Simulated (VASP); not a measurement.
NaAl:

```
CELL_PARAMETERS angstrom
3.65738 0.00000 0.00000
-1.82869 3.16738 0.00000
0.00000 0.00000 5.04466
ATOMIC_POSITIONS crystal
Na 0.00000 0.00000 0.00000
Na 0.00000 0.00000 0.50000
Al 0.33333 0.66667 0.25000
Al 0.66667 0.33333 0.75000
```

The cell was generated, and may not be a known phase.

| Property | Result |
| --- | --- |
| Program | VASP 6.6.1 |
| Task | relaxation of cell and atoms |
| Functional | PBE |
| Potentials or basis | VASP PAW PBE potentials, release 64 (Na_pv, Al) |
| Cutoff | 600 eV |
| k mesh | 6 × 6 × 4 |
| Occupations | gaussian, width 0.1 eV |
| Spin | no spin polarisation |

At the start: pressure 47.8 GPa; volume 14.61 Å³/atom.

Problem. Where does the relaxation end?

Solution. Over 6 steps the energy falls by 1223.6 meV/atom and the volume is 29.53 Å³/atom (+102.1 %); space group P6_3/mmc (No. 194, to 0.1 Å) before and after.

Step by step:
| step | energy change (eV) | largest force (eV/Å) | pressure (GPa) | volume (Å³) |
| --- | --- | --- | --- | --- |
| 1 | 0.0000 | 0.0000 | 47.78 | 58.44 |
| 2 | -4.7798 | 0.0000 | 2.90 | 103.57 |
| 3 | -4.8622 | 0.0000 | 1.47 | 110.18 |
| 4 | -4.8829 | 0.0000 | -0.60 | 124.23 |
| 5 | -4.8941 | 0.0000 | -0.14 | 119.64 |
| 6 | -4.8944 | 0.0000 | 0.05 | 118.13 |

Final structure:
```cif
data_structure
_symmetry_space_group_name_H-M 'P 1'
_symmetry_Int_Tables_number 1
_cell_length_a 4.6518
_cell_length_b 4.6518
_cell_length_c 6.3034
_cell_angle_alpha 90.000
_cell_angle_beta 90.000
_cell_angle_gamma 120.000
_cell_volume 118.13
loop_
_atom_site_label
_atom_site_type_symbol
_atom_site_fract_x
_atom_site_fract_y
_atom_site_fract_z
_atom_site_occupancy
Na1 Na 0.00000 0.00000 0.00000 1
Na2 Na 0.00000 0.00000 0.50000 1
Al1 Al 0.33333 0.66667 0.25000 1
Al2 Al 0.66667 0.33333 0.75000 1
```

Caveat: the volume moved by over 15 % at a fixed basis, so the end points are rough.
